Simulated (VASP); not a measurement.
# Rh in VASP: notebook, part 2 of 2

VASP 6.6.1.

## 4. Single point, r2SCAN (equal strain along all axes, cell held: +3.0 %)

Input file POSCAR:

```
Rh
1.0
    1.9569708546      1.9569708546      0.0000000000
   -1.9569708546      1.9569708546      0.0000000000
    0.0000000000      0.0000000000      3.9139417092
Rh
2
Direct
    0.0000000000      0.0000000000      0.0000000000
    0.5000000000      0.5000000000      0.5000000000
```

Input file INCAR.step1:

```
SYSTEM = Rh
  ALGO = Normal
  EDIFF = 1E-5
  ENCUT = 550
  GGA = PE
  GGA_COMPAT = .FALSE.
  ISMEAR = 0
  LASPH = .TRUE.
  LCHARG = .FALSE.
  LREAL = .FALSE.
  LWAVE = .TRUE.
  NBANDS = 22
  NELM = 120
  PREC = Accurate
  SIGMA = 0.1
```

Input file INCAR.step2:

```
SYSTEM = Rh
  ALGO = Normal
  EDIFF = 1E-6
  ENCUT = 550
  GGA_COMPAT = .FALSE.
  ISIF = 2
  ISMEAR = 0
  ISTART = 1
  LASPH = .TRUE.
  LCHARG = .FALSE.
  LMIXTAU = .TRUE.
  LREAL = .FALSE.
  LWAVE = .FALSE.
  METAGGA = R2SCAN
  NBANDS = 22
  NELM = 120
  PREC = Accurate
  SIGMA = 0.1
```

Input file KPOINTS:

```
k-points
0
G
  20 20 14
  0 0 0
```

Potentials or basis: VASP PAW PBE potentials, release 64 (Rh_pv).

Started as:

```
$ cat potpaw_PBE.64/Rh_pv/POTCAR > POTCAR
$ cp INCAR.step1 INCAR
$ mpirun -np 1 vasp_std > vasp.out
$ cp INCAR.step2 INCAR
$ mpirun -np 1 vasp_std > vasp.out
```

OUTCAR:

```text
SYSTEM = Rh
   EDIFF = 1E-6
   ENCUT = 550
   ISIF = 2
   ISMEAR = 0
   ISTART = 1
   LASPH = .TRUE.
   LREAL = .FALSE.
   METAGGA = R2SCAN
   NELM = 120
   PREC = Accurate

 ion  position               nearest neighbor table
   1  0.000  0.000  0.000-   2 2.77   2 2.77   2 2.77   2 2.77   2 2.77   2 2.77   2 2.77   2 2.77

   2  0.500  0.500  0.500-   1 2.77   1 2.77   1 2.77   1 2.77   1 2.77   1 2.77   1 2.77   1 2.77

  LATTYP: Found a simple tetragonal cell.
 ALAT       =     2.7675747237
 C/A-ratio  =     1.4142135624

  Lattice vectors:

 A1 = (   1.9569708546,   1.9569708546,   0.0000000000)
 A2 = (  -1.9569708546,   1.9569708546,   0.0000000000)
 A3 = (   0.0000000000,   0.0000000000,   3.9139417092)

Analysis of symmetry for initial positions (statically):
=====================================================================
 Subroutine PRICEL returns following result:

  LATTYP: Found a face centered cubic cell.
 ALAT       =     3.9139417092

  Lattice vectors:

 A1 = (   0.0000000000,  -1.9569708546,  -1.9569708546)
 A2 = (   1.9569708546,   0.0000000000,  -1.9569708546)
 A3 = (   1.9569708546,  -1.9569708546,  -0.0000000000)

   2 primitive cells build up your supercell.

 Routine SETGRP: Setting up the symmetry group for a
 simple tetragonal supercell.

 Subroutine GETGRP returns: Found 16 space group operations
 (whereof 16 operations were pure point group operations)
 out of a pool of 16 trial point group operations.

The static configuration has the point symmetry D_4h.

Analysis of symmetry for dynamics (positions and initial velocities):
=====================================================================
 Subroutine PRICEL returns following result:

  LATTYP: Found a face centered cubic cell.
[... 127 lines left out ...]
   NUPDOWN=      -1.0000    fix difference up-down
   EMIN   =  10.00;   EMAX   =-10.00  energy-range for DOS
   EFERMI =   0.00;   METHOD = LEGACY
   ISMEAR =     0;   SIGMA  =   0.10  broadening in eV -4-tet -1-fermi 0-gaus
   EFERMI_NEDOS =   21; number of points for ismear=-14 and -15
   IALGO  =     38    algorithm
   IMIX   =      4    mixing-type and parameters
     AMIX     =   0.40;   BMIX     =  1.00
     AMIX_MAG =   1.60;   BMIX_MAG =  1.00
  volume/ion in A,a.u.               =      14.99       101.15
  Fermi-wavevector in a.u.,A,eV,Ry     =   1.637486  3.094400 36.482117  2.681360
  Thomas-Fermi vector in A             =   2.728618
   LORBIT       =      0    0 simple, 1 ext, 2 COOP (PROOUT), +10 PAW based schemes
   METAGGA = R2SCAN    functional components
   LHFCALC =     F    Hartree Fock is set to
   AEXX    =    0.0000 exact exchange contribution
   IVDW    =     0    specifies the selected vdW correction
   LEPSILON=     F    determine dielectric tensor
   LRPA    =     F    only Hartree local field effects (RPA)
 non-spin polarized calculation
 Gauss-broadening in eV      SIGMA  =   0.10
  energy-cutoff  :      550.00
  volume of cell :       29.98
 maximum number of plane-waves:       903
 NGX is ok and might be reduce to    24
   NGX = 11   NGY = 11   NGZ = 15

 number of electron      30.0000006 magnetization

 Free energy of the ion-electron system (eV)
  ---------------------------------------------------
  ext. energy  EPLUGINS =         0.00000000
  ---------------------------------------------------
  free energy    TOTEN  =       -48.12466198 eV

  energy without entropy =      -48.11076637  energy(sigma->0) =      -48.11771418

 E-fermi :  10.2139     XC(G=0): -14.5636

 val. band max:       10.2133515386   @ k =   0.3500   0.2000   0.3571
 cond. band min:      10.2207373231   @ k =   0.2000   0.1500   0.2857
 fundamental gap:      0.0073857845
 Fermi energy:        10.2138859943

 k-point     1 :       0.0000    0.0000    0.0000
  band No.  band energies     occupation
      1     -37.9651      2.00000
      2     -37.6319      2.00000
      3     -37.6319      2.00000
      4     -37.4167      2.00000
      5     -37.4167      2.00000
      6     -37.4157      2.00000
[... 589 lines left out ...]
     21      24.2966      0.00000
     22      27.7399      0.00000

 [... further k-points ...]

------------------------ aborting loop because EDIFF is reached ----------------------------------------

  FORCE on cell =-STRESS in cart. coord.  units (eV):
  Direction    XX          YY          ZZ          XY          YZ          ZX
  --------------------------------------------------------------------------------------
  -------------------------------------------------------------------------------------
  Total       -3.5965752     -3.5965752     -3.5617457      0.0000000      0.0000000     -0.0000000
  in kB     -192.2147306   -192.2147306   -190.3533095      0.0000000      0.0000000     -0.0000000
  external PRESSURE =    -191.5942569 kB  Pullay stress =       0.0000000 kB

 VOLUME and BASIS-vectors are now :
 -----------------------------------------------------------------------------
  energy-cutoff  :      550.00
  volume of cell :       29.98
      direct lattice vectors                 reciprocal lattice vectors
     1.956970855  1.956970855  0.000000000     0.255496907  0.255496907  0.000000000
    -1.956970855  1.956970855  0.000000000    -0.255496907  0.255496907  0.000000000
     0.000000000  0.000000000  3.913941709     0.000000000  0.000000000  0.255496907

 POSITION                                       TOTAL-FORCE (eV/Angst)
 -----------------------------------------------------------------------------------
      0.00000      0.00000      0.00000        -0.000000      0.000000      0.000000
      0.00000      1.95697      1.95697         0.000000     -0.000000      0.000000
 -----------------------------------------------------------------------------------
    total drift:                               -0.000000      0.000000     -0.000000

  FREE ENERGIE OF THE ION-ELECTRON SYSTEM (eV)
  ---------------------------------------------------
  free  energy   TOTEN  =       -48.1246619797 eV

  energy  without entropy=      -48.1107663730  energy(sigma->0) =      -48.11771418
```

Run time: 5.3 min. Hardware: 1 thread of Intel Xeon 6975P-C (Granite Rapids), shared host; peak memory 0.38 GiB.

What came out:

```
Free energy            : -48.1247 eV
Pressure               : -19.2 GPa
Band gap on the k mesh : zero (bands 15 and 16 overlap by 2.19 eV)
```

Levels at points of the mesh, in eV from the Fermi level:
| k point | band 12 | band 13 | band 14 | band 15 | band 16 | band 17 | band 18 | band 19 |
| --- | --- | --- | --- | --- | --- | --- | --- | --- |
| (0.00, 0.00, 0.00) | -2.77 | -0.95 | -0.95 | 0.43 | 0.90 | 0.90 | 3.38 | 11.79 |
| (0.50, 0.00, 0.00) | -3.11 | -1.73 | -1.73 | -0.96 | -0.96 | 2.91 | 2.91 | 13.25 |
| (0.50, 0.50, 0.00) | 0.43 | 0.90 | 0.90 | 0.90 | 0.90 | 3.38 | 3.38 | 11.79 |
| (0.00, 0.00, 0.50) | -1.75 | -1.29 | -1.29 | -1.29 | -1.29 | -0.29 | -0.29 | 17.53 |
| (0.50, 0.00, 0.50) | -2.86 | 0.50 | 0.50 | 0.50 | 0.50 | 1.02 | 1.02 | 8.21 |
| (0.50, 0.50, 0.50) | -3.44 | -1.10 | -1.10 | 0.91 | 0.91 | 9.46 | 9.46 | 9.46 |

Caveat: the cell differs from its parent crystal (equal strain along all axes, cell held: +3.0 %); the cell stands under tension; the PAW data sets were made with another functional, which shifts forces and pressure a little.

## 5. The runs side by side

```csv
cell,cutoff (eV),gap on the mesh (eV),pressure (GPa)
"a = 2.741, b = 2.681, c = 3.771 Å, 2 atoms",520,none,-1.4
"a = 2.660, b = 2.688, c = 3.817 Å, 2 atoms",520,none,2.7
"a = 2.768, b = 2.768, c = 3.914 Å, 2 atoms",550,none,-19.2
```

Alike in all rows: task single point; level r2SCAN; potentials or basis VASP PAW PBE potentials, release 64 (Rh_pv); no spin polarisation; k mesh 20 × 20 × 14; smearing gaussian 0.1 eV.

Caveats: the PAW data sets were made with another functional, which shifts forces and pressure a little; the cell stands under tension (at least some runs).

Absolute energies hang on the potentials; compare differences alone.
